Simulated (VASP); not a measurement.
# Ti3Al (P-6m2) in VASP: further runs, part 2 of 2

VASP 6.6.1. The steps go on from the part before.

### 3 Single point, PBEsol

This run uses another cell than the first one, of the same volume but with other edges.

Input file INCAR:

```
SYSTEM = Ti3Al
PREC = Accurate
ENCUT = 520
EDIFF = 1E-6
ISMEAR = 0
SIGMA = 0.15
LREAL = .False.
LASPH = .True.
NELM = 100
ALGO = Fast
ISIF = 2
LWAVE = .False.
LCHARG = .False.
GGA = PS
NBANDS = 28
```

Input file KPOINTS:

```
regular mesh
0
Gamma
  15 15 6
  0 0 0
```

Input file POSCAR:

```
Ti3Al
1.0
    2.8221296140      0.0000000000      0.0000000000
   -1.4110648070      2.4440359385      0.0000000000
    0.0000000000      0.0000000000      9.6195110023
Ti Al
3 1
Direct
    0.6666666667      0.3333333333      0.0000000000
    0.3333333333      0.6666666667      0.7402302947
    0.3333333333      0.6666666667      0.2597697053
    0.6666666667      0.3333333333      0.5000000000
```

Potentials or basis: VASP PAW PBE potentials, release 64 (Ti_sv, Al).

On the command line:

```console
> cat potpaw_PBE.64/Ti_sv/POTCAR potpaw_PBE.64/Al/POTCAR > POTCAR
> mpirun -np 1 vasp_std > vasp.out
```

OUTCAR:

```text
SYSTEM = Ti3Al
   PREC = Accurate
   ENCUT = 520
   EDIFF = 1E-6
   ISMEAR = 0
   LREAL = .False.
   LASPH = .True.
   NELM = 100
   ISIF = 2
   GGA = PS

 ion  position               nearest neighbor table
   1  0.667  0.333  0.000-
   2  0.333  0.667  0.740-   4 2.83   4 2.83   4 2.83
   3  0.333  0.667  0.260-   4 2.83   4 2.83   4 2.83
   4  0.667  0.333  0.500-   2 2.83   3 2.83   2 2.83   3 2.83   2 2.83   3 2.83

  LATTYP: Found a hexagonal cell.
 ALAT       =     2.8221296140
 C/A-ratio  =     3.4086000000

  Lattice vectors:

 A1 = (   2.8221296140,   0.0000000000,   0.0000000000)
 A2 = (  -1.4110648070,   2.4440359385,   0.0000000000)
 A3 = (   0.0000000000,   0.0000000000,   9.6195110023)

Analysis of symmetry for initial positions (statically):
=====================================================================
 Subroutine PRICEL returns:
 Original cell was already a primitive cell.

 Routine SETGRP: Setting up the symmetry group for a
 hexagonal supercell.

 Subroutine GETGRP returns: Found 12 space group operations
 (whereof 12 operations were pure point group operations)
 out of a pool of 24 trial point group operations.

The static configuration has the point symmetry D_3h.

Analysis of symmetry for dynamics (positions and initial velocities):
=====================================================================
 Subroutine PRICEL returns:
 Original cell was already a primitive cell.

 Routine SETGRP: Setting up the symmetry group for a
 hexagonal supercell.

 Subroutine GETGRP returns: Found 12 space group operations
 (whereof 12 operations were pure point group operations)
 out of a pool of 24 trial point group operations.

The dynamic configuration has the point symmetry D_3h.

 Subroutine INISYM returns: Found 12 space group operations
 (whereof 12 operations are pure point group operations),
 and found     1 'primitive' translations

[... 115 lines left out ...]
   IALGO  =     68    algorithm
   IMIX   =      4    mixing-type and parameters
     AMIX     =   0.40;   BMIX     =  1.00
     AMIX_MAG =   1.60;   BMIX_MAG =  1.00
  volume/ion in A,a.u.               =      16.59       111.94
  Fermi-wavevector in a.u.,A,eV,Ry     =   1.371357  2.591489 25.587388  1.880620
  Thomas-Fermi vector in A             =   2.497061
   LORBIT       =      0    0 simple, 1 ext, 2 COOP (PROOUT), +10 PAW based schemes
   GGA     = PS    functional components
   LHFCALC =     F    Hartree Fock is set to
   AEXX    =    0.0000 exact exchange contribution
   IVDW    =     0    specifies the selected vdW correction
   LEPSILON=     F    determine dielectric tensor
   LRPA    =     F    only Hartree local field effects (RPA)
 non-spin polarized calculation
 RMM-DIIS sequential band-by-band and
 Gauss-broadening in eV      SIGMA  =   0.15
  energy-cutoff  :      520.00
  volume of cell :       66.35
 maximum number of plane-waves:      1804
 NGX is ok and might be reduce to    24

 number of electron      39.0000007 magnetization

 Free energy of the ion-electron system (eV)
  ---------------------------------------------------
  ext. energy  EPLUGINS =         0.00000000
  ---------------------------------------------------
  free energy    TOTEN  =       -29.49939665 eV

  energy without entropy =      -29.44400753  energy(sigma->0) =      -29.47170209

 E-fermi :   8.2162     XC(G=0): -11.4528

 val. band max:        8.2142008643   @ k =   0.3333   0.0000   0.0000
 cond. band min:       8.2202567574   @ k =   0.2000   0.0667   0.5000
 fundamental gap:      0.0060558931
 Fermi energy:         8.2161729499

 k-point     1 :       0.0000    0.0000    0.0000
  band No.  band energies     occupation
      1     -48.2275      2.00000
      2     -48.1224      2.00000
      3     -48.1123      2.00000
      4     -24.7694      2.00000
      5     -24.5287      2.00000
      6     -24.3586      2.00000
[... 733 lines left out ...]
     27      10.9832      0.00000
     28      11.4878      0.00000

 [... further k-points ...]

------------------------ aborting loop because EDIFF is reached ----------------------------------------

  FORCE on cell =-STRESS in cart. coord.  units (eV):
  Direction    XX          YY          ZZ          XY          YZ          ZX
  --------------------------------------------------------------------------------------
  -------------------------------------------------------------------------------------
  Total        0.8184045      0.8184045     -2.3391611      0.0000000      0.0000000      0.0000000
  in kB       19.7624630     19.7624630    -56.4850050      0.0000000      0.0000000      0.0000000
  external PRESSURE =      -5.6533596 kB  Pullay stress =       0.0000000 kB

 VOLUME and BASIS-vectors are now :
 -----------------------------------------------------------------------------
  energy-cutoff  :      520.00
  volume of cell :       66.35
      direct lattice vectors                 reciprocal lattice vectors
     2.822129614  0.000000000  0.000000000     0.354342336  0.204579643  0.000000000
    -1.411064807  2.444035938  0.000000000     0.000000000  0.409159286  0.000000000
     0.000000000  0.000000000  9.619511002     0.000000000  0.000000000  0.103955388

 POSITION                                       TOTAL-FORCE (eV/Angst)
 -----------------------------------------------------------------------------------
      1.41106      0.81468      0.00000         0.000000      0.000000      0.000000
     -0.00000      1.62936      7.12065        -0.000000     -0.000000      0.429979
     -0.00000      1.62936      2.49886        -0.000000     -0.000000     -0.429979
      1.41106      0.81468      4.80976        -0.000000      0.000000      0.000000
 -----------------------------------------------------------------------------------
    total drift:                                0.000000     -0.000000      0.000000

  FREE ENERGIE OF THE ION-ELECTRON SYSTEM (eV)
  ---------------------------------------------------
  free  energy   TOTEN  =       -29.4993966495 eV

  energy  without entropy=      -29.4440075262  energy(sigma->0) =      -29.47170209
```

stdout:

```text
POSCAR found type information on POSCAR TiAl
 POSCAR found :  2 types and       4 ions
 scaLAPACK will be used
 -----------------------------------------------------------------------------
|                                                                             |
|                                                                             |
|     You enforced a specific xc type in the INCAR file but a different       |
|     I HOPE YOU KNOW WHAT YOU ARE DOING!                                     |
|                                                                             |
 -----------------------------------------------------------------------------

 LDA part: xc-table for (Slater+PW92), standard interpolation
 POSCAR, INCAR and KPOINTS ok, starting setup
 FFT: planning ... GRIDC
 FFT: planning ... GRID_SOFT
 FFT: planning ... GRID
 WAVECAR not read
 entering main loop
WARNING in EDDRMM: call to ZHEGV failed, returncode =   6  3      8
WARNING in EDDRMM: call to ZHEGV failed, returncode =   8  4     11
WARNING in EDDRMM: call to ZHEGV failed, returncode =   8  4      6
WARNING in EDDRMM: call to ZHEGV failed, returncode =   8  4     24
```

Wall time 4.7 min (1 thread of Intel Xeon 6975P-C (Granite Rapids), shared host); peak memory 0.3 GiB.

Results:

```
Free energy            : -29.4994 eV
Pressure               : -0.6 GPa
Largest force          : 0.430 eV/Å
Band gap on the k mesh : zero (an odd number of electrons rules out a gap without spin polarisation)
```

Forces in eV/Å, atoms in the order of the input:
```
Ti   0.000  0.000  0.000
Ti   0.000  0.000  0.430
Ti   0.000  0.000 -0.430
Al   0.000  0.000  0.000
```

Stress tensor (GPa, compression positive):
```
 1.98  0.00  0.00
 0.00  1.98  0.00
 0.00  0.00 -5.65
```

Caveat: the stress differs along the axes, from -6 to 2 GPa; the PAW data sets were made with another functional, which shifts forces and pressure a little.

### 4 Single point, PBEsol

This run uses another cell than the first one, of the same volume but with other edges.

Input file INCAR:

```
  ALGO = Fast
  EDIFF = 1E-6
  ENCUT = 520
  GGA = PS
  ISIF = 2
  ISMEAR = 0
  LASPH = True
  LCHARG = False
  LREAL = False
  LWAVE = False
  NBANDS = 28
  NELM = 80
  PREC = Accurate
  SIGMA = 0.15
```

Input file KPOINTS:

```
k-points
0
Gamma
  15 15 6
```

Input file POSCAR:

```
Ti3Al
1.0
    2.8221296140      0.0000000000      0.0000000000
   -1.4110648070      2.4440359385      0.0000000000
    0.0000000000      0.0000000000      9.6195110023
Ti Al
3 1
Direct
    0.6666666667      0.3333333333      0.0000000000
    0.3333333333      0.6666666667      0.7621161197
    0.3333333333      0.6666666667      0.2378838803
    0.6666666667      0.3333333333      0.5000000000
```

On the command line:

```console
> cat potpaw_PBE.64/Ti_sv/POTCAR potpaw_PBE.64/Al/POTCAR > POTCAR
> mpirun -np 1 vasp_std > vasp.out
```

Wall time 4.9 min (1 thread of Intel Xeon 6975P-C (Granite Rapids), shared host); peak memory 0.31 GiB.

The run converged. Its results:

```
Free energy            : -29.4146 eV
Pressure               : 0.6 GPa
Largest force          : 0.824 eV/Å
Band gap on the k mesh : zero (an odd number of electrons rules out a gap without spin polarisation)
```

Forces on the atoms (eV/Å):
```
Ti   0.000  0.000  0.000
Ti   0.000  0.000 -0.824
Ti   0.000  0.000  0.824
Al   0.000  0.000  0.000
```

Stress tensor (GPa, compression positive):
```
 4.67  0.00  0.00
 0.00  4.67  0.00
 0.00  0.00 -7.67
```

Levels at points of the mesh, in eV from the Fermi level:
```
           k point  band 17  band 18  band 19  band 20  band 21  band 22
(0.00, 0.00, 0.00)    -1.54     0.36     0.59     0.92     0.92     0.98
(0.00, 0.00, 0.50)    -1.69     0.30     0.60     0.92     0.92     0.98
```

Caveat: the stress differs along the axes, from -8 to 5 GPa; the PAW data sets were made with another functional, which shifts forces and pressure a little.

### 5 The runs side by side

```csv
cell,gap on the mesh (eV),pressure (GPa),largest force (eV/Å)
"a = 2.870, b = 2.870, c = 9.300 Å, angles 90.0, 90.0, 120.0°, 4 atoms, atomic positions A",none,-0.2,0.69
"a = 2.822, b = 2.822, c = 9.620 Å, angles 90.0, 90.0, 120.0°, 4 atoms, atomic positions A",none,-0.6,0.43
"a = 2.822, b = 2.822, c = 9.620 Å, angles 90.0, 90.0, 120.0°, 4 atoms, atomic positions B",none,0.6,0.82
```

Alike in all rows: task single point; level PBEsol; potentials or basis VASP PAW PBE potentials, release 64 (Ti_sv, Al); no spin polarisation; k mesh 15 × 15 × 6; cutoff (eV) 520; smearing gaussian 0.15 eV.

Caveats: the PAW data sets were made with another functional, which shifts forces and pressure a little; the stress differs along the axes, from -6 to 2 GPa (at least some runs); the stress differs along the axes, from -8 to 5 GPa (at least some runs).

Absolute energies hang on the potentials; compare differences alone.
